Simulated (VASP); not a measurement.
Here is a VASP 6.6.1 calculation.

Contents of INCAR:

```
SYSTEM = CdSe
ALGO = Normal
EDIFF = 1E-7
EDIFFG = -0.002
ENCUT = 600
GGA = PS
IBRION = 2
ISIF = 3
ISMEAR = 0
LASPH = .TRUE.
LCHARG = .FALSE.
LREAL = .FALSE.
LWAVE = .FALSE.
NELM = 60
NSW = 100
PREC = Accurate
PSTRESS = 20.0
SIGMA = 0.01
```

The input KPOINTS:

```
k-points
0
G
  6 6 6
  0 0 0
```

Contents of POSCAR:

```
CdSe
1.0
    0.0000000000      3.0413255900      3.0413255900
    3.0413255900      0.0000000000      3.0413255900
    3.0413255900      3.0413255900      0.0000000000
Cd Se
1 1
Direct
    0.0000000000      0.0000000000      0.0000000000
    0.7500000000      0.7500000000      0.7500000000
```

Potentials or basis: VASP PAW PBE potentials, release 64 (Cd, Se).

Launch:

```sh
$ cat potpaw_PBE.64/Cd/POTCAR potpaw_PBE.64/Se/POTCAR > POTCAR
$ mpirun -np 1 vasp_std > vasp.out
```

Q: Predict the space group after relaxing (to 0.05 Å).

A: F-43m (No. 216).

Q: Predict the relaxed volume.

A: 27.30 Å³/atom.

Q: What does it give for the relaxed cell?

A: a = 4.258 Å, b = 4.258 Å, c = 4.258 Å, α = 60.00°, β = 60.00°, γ = 60.00°.

Q: Predict the band gap on the k mesh.

A: 0.54 eV, direct.

The path:
```
step  energy change (eV)  largest force (eV/Å)  pressure (GPa)  volume (Å³)
   1              0.0000                0.0000            0.28        56.26
   2              0.0232                0.0000            2.90        53.84
   3              0.0116                0.0000            2.00        54.60
```

Caveat: the cell is relaxed towards a set pressure, so the enthalpy falls and the energy may rise; the PAW data sets were made with another functional, which shifts forces and pressure a little. As with any semilocal functional, this PBEsol gap is likely too small.
